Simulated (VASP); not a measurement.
# KBr (P6_3/mmc) in VASP: a series of runs

The runs below take KBr through single point, relaxation of cell and atoms, with PBE, LDA.

Program: VASP 6.6.1. These are calculated values, not measurements. Logs are shortened: lines on timing, memory, paths and dates and some standing lists are left out, and cuts for length are marked.

## Step 1: The cell of the first run

Symmetry: P6_3/mmc, No. 194, hexagonal system. Conventional cell: a = 5.672 Å, b = 5.672 Å, c = 6.651 Å, α = 90.00°, β = 90.00°, γ = 120.00°. K (site symmetry -6m2) has 5 Br at 3.27 to 3.33 Å within 4.3 Å. Br (site symmetry -6m2) has 5 K at 3.27 to 3.33 Å within 4.3 Å.

## Step 2: Single point, PBE

The input, INCAR:

```
SYSTEM = KBr
ALGO = Normal ; EDIFF = 1E-6
ENCUT = 520 ; GGA = PE
ISIF = 2 ; ISMEAR = -1
LASPH = .TRUE. ; LCHARG = .TRUE.
LELF = .TRUE. ; LREAL = .FALSE.
LVHAR = .TRUE. ; LWAVE = .FALSE.
NBANDS = 24 ; NELM = 100
PREC = Accurate ; SIGMA = 0.02
```

The input, KPOINTS:

```
k-points
0
G
  6 6 4
  0 0 0
```

The input, POSCAR:

```
KBr
1.0
    5.6716481189      0.0000000000      0.0000000000
   -2.8358240594      4.9117913523      0.0000000000
    0.0000000000      0.0000000000      6.6514346690
K Br
2 2
Direct
    0.3333333333      0.6666666667      0.2500000000
    0.6666666667      0.3333333333      0.7500000000
    0.6666666667      0.3333333333      0.2500000000
    0.3333333333      0.6666666667      0.7500000000
```

Potentials or basis: VASP PAW PBE potentials, release 64 (K_sv, Br).

Run with:

```console
cat potpaw_PBE.64/K_sv/POTCAR potpaw_PBE.64/Br/POTCAR > POTCAR
mpirun -np 1 vasp_std > vasp.out
```

OUTCAR:

```text
SYSTEM = KBr
   EDIFF = 1E-6
   ENCUT = 520
   GGA = PE
   ISIF = 2
   ISMEAR = -1
   LASPH = .TRUE.
   LREAL = .FALSE.
   NELM = 100
   PREC = Accurate

 ion  position               nearest neighbor table
   1  0.333  0.667  0.250-   3 3.27   3 3.27   3 3.27
   2  0.667  0.333  0.750-   4 3.27   4 3.27   4 3.27
   3  0.667  0.333  0.250-   1 3.27   1 3.27   1 3.27
   4  0.333  0.667  0.750-   2 3.27   2 3.27   2 3.27

  LATTYP: Found a hexagonal cell.
 ALAT       =     5.6716481189
 C/A-ratio  =     1.1727516464

  Lattice vectors:

 A1 = (   5.6716481189,   0.0000000000,   0.0000000000)
 A2 = (  -2.8358240594,   4.9117913523,   0.0000000000)
 A3 = (   0.0000000000,   0.0000000000,   6.6514346690)

Analysis of symmetry for initial positions (statically):
=====================================================================
 Subroutine PRICEL returns:
 Original cell was already a primitive cell.

 Routine SETGRP: Setting up the symmetry group for a
 hexagonal supercell.

 Subroutine GETGRP returns: Found 24 space group operations
 (whereof 12 operations were pure point group operations)
 out of a pool of 24 trial point group operations.

The static configuration has the point symmetry D_3d.
 The point group associated with its full space group is D_6h.

Analysis of symmetry for dynamics (positions and initial velocities):
=====================================================================
 Subroutine PRICEL returns:
 Original cell was already a primitive cell.

 Routine SETGRP: Setting up the symmetry group for a
 hexagonal supercell.

 Subroutine GETGRP returns: Found 24 space group operations
 (whereof 12 operations were pure point group operations)
 out of a pool of 24 trial point group operations.

The dynamic configuration has the point symmetry D_3d.
 The point group associated with its full space group is D_6h.

 Subroutine INISYM returns: Found 24 space group operations
 (whereof 12 operations are pure point group operations),
 and found     1 'primitive' translations

----------------------------------------------------------------------------------------

                                     Primitive cell

  volume of cell :     185.2953

  direct lattice vectors                    reciprocal lattice vectors
     5.671648119  0.000000000  0.000000000     0.176315593  0.101795855  0.000000000
    -2.835824059  4.911791352  0.000000000     0.000000000  0.203591710  0.000000000
     0.000000000  0.000000000  6.651434669     0.000000000  0.000000000  0.150343505

  length of vectors
     5.671648119  5.671648119  6.651434669     0.203591710  0.203591710  0.150343505

  position of ions in fractional coordinates (direct lattice)
     0.333333333  0.666666667  0.250000000
     0.666666667  0.333333333  0.750000000
     0.666666667  0.333333333  0.250000000
     0.333333333  0.666666667  0.750000000

  ion indices of the primitive-cell ions
   primitive index   ion index
                 1           1
                 2           2
                 3           3
                 4           4

----------------------------------------------------------------------------------------

 KPOINTS: k-points

Automatic generation of k-mesh.
 Grid dimensions read from file:
 generate k-points for:    6    6    4

 Generating k-lattice:

  Cartesian coordinates                     Fractional coordinates (reciprocal lattice)
     0.029385932  0.016965976  0.000000000     0.166666667 -0.000000000  0.000000000
     0.000000000  0.033931952  0.000000000     0.000000000  0.166666667  0.000000000
     0.000000000  0.000000000  0.037585876     0.000000000  0.000000000  0.250000000

  Length of vectors
     0.033931952  0.033931952  0.037585876

  Shift w.r.t. Gamma in fractional coordinates (k-lattice)
     0.000000000  0.000000000  0.000000000

 Subroutine IBZKPT returns following result:
 ===========================================

 Found     21 irreducible k-points:

 Following reciprocal coordinates:
            Coordinates               Weight
  0.000000  0.000000  0.000000      1.000000
  0.166667 -0.000000  0.000000      6.000000
  0.333333  0.000000  0.000000      6.000000
  0.500000 -0.000000  0.000000      3.000000
  0.166667  0.166667  0.000000      6.000000
  0.333333  0.166667  0.000000     12.000000
[... 13 lines left out ...]
  0.333333  0.166667  0.500000     12.000000
  0.333333  0.333333  0.500000      2.000000
   k-points           NKPTS =     21   k-points in BZ     NKDIM =     21   number of bands    NBANDS=     24
   number of dos      NEDOS =    301   number of ions     NIONS =      4
   total plane-waves  NPLWV =  88200
   dimension x,y,z NGX =    42 NGY =   42 NGZ =   50
   dimension x,y,z NGXF=    84 NGYF=   84 NGZF=  100
   ions per type =               2   2
   NGX,Y,Z   is equivalent  to a cutoff of  12.31, 12.31, 12.50 a.u.
   NGXF,Y,Z  is equivalent  to a cutoff of  24.62, 24.62, 24.99 a.u.
 SYSTEM =  KBr
   PREC   = accura    normal or accurate (medium, high low for compatibility)
   ISTART =      0    job   : 0-new  1-cont  2-samecut
   ICHARG =      2    charge: 1-file 2-atom 10-const
   ISPIN  =      1    spin polarized calculation?
   LNONCOLLINEAR =      F non collinear calculations
   LSORBIT =      F    spin-orbit coupling
   LASPH  =      T    aspherical Exc in radial PAW
   ENCUT  =  520.0 eV  38.22 Ry    6.18 a.u.  10.55 10.55 12.37*2*pi/ulx,y,z
   NELM   =    100;   NELMIN=  2; NELMDL= -5     # of ELM steps
   EDIFF  = 0.1E-05   stopping-criterion for ELM
   LREAL  =      F    real-space projection
   EDIFFG = 0.1E-04   stopping-criterion for IOM
   NSW    =      0    number of steps for IOM
   IBRION =     -1    ionic relax: 0-MD 1-quasi-New 2-CG
   NFREE  =      0    steps in history (QN), initial steepest desc. (CG)
   ISIF   =      2    stress and relaxation
   ISYM   =      2    0-nonsym 1-usesym 2-fastsym
   POTIM  = 0.5000    time-step for ionic-motion
   TEBEG  =    0.0;   TEEND  =   0.0 temperature during run
   PSTRESS=    0.0 pullay stress
   NELECT =      32.0000    total number of electrons
   NUPDOWN=      -1.0000    fix difference up-down
   EMIN   =  10.00;   EMAX   =-10.00  energy-range for DOS
   EFERMI =   0.00;   METHOD = LEGACY
   ISMEAR =    -1;   SIGMA  =   0.02  broadening in eV -4-tet -1-fermi 0-gaus
   EFERMI_NEDOS =   21; number of points for ismear=-14 and -15
   IALGO  =     38    algorithm
   IMIX   =      4    mixing-type and parameters
     AMIX     =   0.40;   BMIX     =  1.00
     AMIX_MAG =   1.60;   BMIX_MAG =  1.00
  volume/ion in A,a.u.               =      46.32       312.61
  Fermi-wavevector in a.u.,A,eV,Ry     =   0.911668  1.722802 11.308323  0.831138
  Thomas-Fermi vector in A             =   2.035974
   LORBIT       =      0    0 simple, 1 ext, 2 COOP (PROOUT), +10 PAW based schemes
   GGA     = PE    functional components
[... 5 lines left out ...]
 non-spin polarized calculation
  energy-cutoff  :      520.00
  volume of cell :      185.30
 maximum number of plane-waves:      5012
   NGX = 21   NGY = 21   NGZ = 25

 number of electron      31.9999991 magnetization

 Free energy of the ion-electron system (eV)
  ---------------------------------------------------
  ext. energy  EPLUGINS =         0.00000000
  ---------------------------------------------------
  free energy    TOTEN  =       -12.28349290 eV

  energy without entropy =      -12.28349290  energy(sigma->0) =      -12.28349290

 E-fermi :  -2.2207     XC(G=0):  -6.2368

 val. band max:       -2.6406273426   @ k =   0.0000   0.0000   0.0000
 cond. band min:       1.4958573689   @ k =   0.0000   0.0000   0.0000
 fundamental gap:      4.1364847116
 Fermi energy:        -2.2207238673

 k-point     1 :       0.0000    0.0000    0.0000
  band No.  band energies     occupation
      1     -30.6312      2.00000
      2     -30.6259      2.00000
      3     -14.8282      2.00000
      4     -14.7531      2.00000
      5     -14.1638      2.00000
      6     -14.1496      2.00000
[... 16 lines left out ...]
     23       5.5401      0.00000
     24       6.0941      0.00000

 k-point     2 :       0.1667   -0.0000    0.0000
  band No.  band energies     occupation
      1     -30.6308      2.00000
      2     -30.6262      2.00000
      3     -14.8620      2.00000
      4     -14.8016      2.00000
      5     -14.1596      2.00000
      6     -14.1518      2.00000
[... 16 lines left out ...]
     23       5.7006      0.00000
     24       5.7983      0.00000

 k-point     3 :       0.3333    0.0000    0.0000
  band No.  band energies     occupation
      1     -30.6299      2.00000
      2     -30.6268      2.00000
      3     -14.9181      2.00000
      4     -14.8839      2.00000
      5     -14.1560      2.00000
      6     -14.1489      2.00000
[... 16 lines left out ...]
     23       5.6905      0.00000
     24       5.9299      0.00000

 k-point     4 :       0.5000   -0.0000    0.0000
  band No.  band energies     occupation
      1     -30.6291      2.00000
      2     -30.6274      2.00000
      3     -14.9398      2.00000
      4     -14.9226      2.00000
      5     -14.1579      2.00000
      6     -14.1404      2.00000
[... 16 lines left out ...]
     23       5.7364      0.00000
     24       6.1873      0.00000

 k-point     5 :       0.1667    0.1667    0.0000
  band No.  band energies     occupation
      1     -30.6301      2.00000
      2     -30.6266      2.00000
      3     -14.9055      2.00000
      4     -14.8643      2.00000
      5     -14.1560      2.00000
      6     -14.1520      2.00000
[... 370 lines left out ...]
 k-point    19 :       0.1667    0.1667    0.5000
  band No.  band energies     occupation
      1     -30.6283      2.00000
      2     -30.6283      2.00000
      3     -14.9787      2.00000
      4     -14.9787      2.00000
      5     -14.1399      2.00000
      6     -14.1399      2.00000
[... 16 lines left out ...]
     23       6.0178      0.00000
     24       6.0178      0.00000

 k-point    20 :       0.3333    0.1667    0.5000
  band No.  band energies     occupation
      1     -30.6282      2.00000
      2     -30.6282      2.00000
      3     -15.0169      2.00000
      4     -15.0169      2.00000
      5     -14.1427      2.00000
      6     -14.1427      2.00000
[... 16 lines left out ...]
     23       5.7960      0.00000
     24       5.7960      0.00000

 k-point    21 :       0.3333    0.3333    0.5000
  band No.  band energies     occupation
      1     -30.6281      2.00000
      2     -30.6281      2.00000
      3     -15.0287      2.00000
      4     -15.0287      2.00000
      5     -14.1451      2.00000
      6     -14.1451      2.00000
[... 16 lines left out ...]
     23       5.7471      0.00000
     24       5.7471      0.00000

------------------------ aborting loop because EDIFF is reached ----------------------------------------

  FORCE on cell =-STRESS in cart. coord.  units (eV):
  Direction    XX          YY          ZZ          XY          YZ          ZX
  --------------------------------------------------------------------------------------
  -------------------------------------------------------------------------------------
  Total        0.0421702      0.0421702     -0.0123830      0.0000000      0.0000000      0.0000000
  in kB        0.3646294      0.3646294     -0.1070707      0.0000000      0.0000000      0.0000000
  external PRESSURE =       0.2073961 kB  Pullay stress =       0.0000000 kB

 VOLUME and BASIS-vectors are now :
 -----------------------------------------------------------------------------
  energy-cutoff  :      520.00
  volume of cell :      185.30
      direct lattice vectors                 reciprocal lattice vectors
     5.671648119  0.000000000  0.000000000     0.176315593  0.101795855  0.000000000
    -2.835824059  4.911791352  0.000000000     0.000000000  0.203591710  0.000000000
     0.000000000  0.000000000  6.651434669     0.000000000  0.000000000  0.150343505

 POSITION                                       TOTAL-FORCE (eV/Angst)
 -----------------------------------------------------------------------------------
     -0.00000      3.27453      1.66286        -0.000000      0.000000      0.000000
      2.83582      1.63726      4.98858         0.000000     -0.000000      0.000000
      2.83582      1.63726      1.66286         0.000000      0.000000     -0.000000
     -0.00000      3.27453      4.98858        -0.000000     -0.000000      0.000000
 -----------------------------------------------------------------------------------
    total drift:                               -0.000000      0.000000      0.000000

  FREE ENERGIE OF THE ION-ELECTRON SYSTEM (eV)
  ---------------------------------------------------
  free  energy   TOTEN  =       -12.2834928959 eV

  energy  without entropy=      -12.2834928959  energy(sigma->0) =      -12.28349290
```

Wall time 48 s (1 thread of Intel Xeon 6975P-C (Granite Rapids), shared host); peak memory 0.3 GiB.

What came out:

| Item | Value |
| --- | --- |
| Free energy | -12.2835 eV |
| Pressure | 0.0 GPa |
| Band gap on the k mesh | 4.14 eV, direct |

Levels at points of the mesh, in eV from the valence-band top:
```csv
k point,band 12,band 13,band 14,band 15,band 16,band 17,band 18,band 19,band 20,band 21
"(0.00, 0.00, 0.00)",-0.45,-0.45,-0.26,-0.26,0.00,4.14,6.95,7.43,7.43,8.15
"(0.50, 0.00, 0.00)",-0.48,-0.44,-0.43,-0.24,-0.14,5.98,6.29,6.68,6.85,7.63
"(0.00, 0.00, 0.50)",-0.60,-0.37,-0.37,-0.37,-0.37,5.39,5.39,8.34,8.34,8.34
"(0.50, 0.00, 0.50)",-0.86,-0.33,-0.33,-0.25,-0.25,6.23,6.23,7.73,7.73,8.12
```

[end of part 1 of 3]
